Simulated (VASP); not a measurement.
## SnO2: single point with LDA

SnO2:

```xyz
3
Lattice="1.6171 0.9336 4.6086 -1.6171 0.9336 4.6086 0.0000 -1.8673 4.6086" Properties=species:S:1:pos:R:3 pbc="T T T"
Sn    0.0000    0.0000    6.9129
O     0.0000    0.0000    3.2790
O     0.0000    0.0000   10.5467
```

This cell differs from its parent crystal: strain +0.000 along x and y, -0.040 along z.

```
Program             : VASP 6.6.1
Task                : single point
Functional          : LDA
Potentials or basis : VASP PAW LDA potentials, release 64 (Sn_d, O)
Cutoff              : 520 eV
k mesh              : 12 × 12 × 12
Occupations         : gaussian, width 0.05 eV
Spin                : no spin polarisation
```

```
Pressure               : -5.4 GPa
Largest force          : 0.095 eV/Å
Band gap on the k mesh : 1.76 eV, indirect (least direct gap 1.89 eV)
```

Forces in eV/Å, atoms in the order of the input:
```
Sn   0.000  0.000  0.000
O    0.000  0.000 -0.095
O    0.000  0.000  0.095
```

Stress tensor (GPa, compression positive):
```
-6.28  0.00  0.00
 0.00 -6.28  0.00
 0.00  0.00 -3.56
```

Levels at points of the mesh, in eV from the valence-band top:
| k point | band 9 | band 10 | band 11 | band 12 | band 13 | band 14 | band 15 | band 16 | band 17 | band 18 |
| --- | --- | --- | --- | --- | --- | --- | --- | --- | --- | --- |
| (0.00, 0.00, 0.00) | -1.41 | -1.41 | -1.03 | -1.03 | -0.13 | 1.76 | 5.55 | 10.74 | 10.74 | 11.69 |
| (0.50, 0.00, 0.00) | -4.26 | -3.21 | -1.51 | -0.68 | -0.66 | 5.35 | 7.69 | 9.69 | 12.35 | 12.82 |
| (0.50, 0.50, 0.00) | -4.56 | -3.33 | -1.08 | -0.47 | -0.01 | 5.01 | 6.75 | 10.68 | 10.85 | 12.63 |
| (0.50, 0.50, 0.50) | -1.53 | -1.50 | -1.50 | -0.96 | -0.96 | 3.22 | 5.60 | 10.99 | 10.99 | 12.19 |

It took 3.4 min on 1 thread of Intel(R) Xeon(R) Platinum 8375C CPU @ 2.90GHz (Ice Lake), with other jobs on the host, peak memory 0.3 GiB.

Caveat: the cell differs from its parent crystal (strain +0.000 along x and y, -0.040 along z); spin-orbit coupling is left out, which moves the levels of the heavy elements. A k mesh can miss the band edges.
